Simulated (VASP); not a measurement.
Runs of VASP 6.6.1 on B. The structure is that of space group R-3m (No. 166), or close to it. The cells are those of the table. 

```tsv
task	cell	k mesh	cutoff (eV)	gap on the mesh (eV)	pressure (GPa)	relaxed volume (Å³/atom)	largest force (eV/Å)
single point	a = 5.040 Å, angles 58.1°, 12 atoms	6 × 6 × 6	520	1.63	(a)	-	0.02
single point	a = 5.045 Å, angles 58.2°, 12 atoms	6 × 6 × 6	520	1.65	-0.4	-	0.03
single point	a = 5.038 Å, angles 58.1°, 12 atoms	6 × 6 × 6	520	1.63	0.5	-	0.02
relaxation of shape and atoms at fixed volume	relaxed from a = 5.040 Å, angles 58.2°, 12 atoms	8 × 8 × 8	600	1.63	0.1	7.22	0.01
relaxation of shape and atoms at fixed volume	relaxed from a = 5.039 Å, angles 58.1°, 12 atoms	8 × 8 × 8	600	1.63	0.3	7.22	-
```

Alike in all rows: level r2SCAN; potentials or basis VASP PAW PBE potentials, release 64 (B); no spin polarisation; smearing gaussian 0.05 eV.

Estimate the missing entries.

(a) 0.2.

Caveats: the PAW data sets were made with another functional, which shifts forces and pressure a little.

A k mesh can miss the band edges.
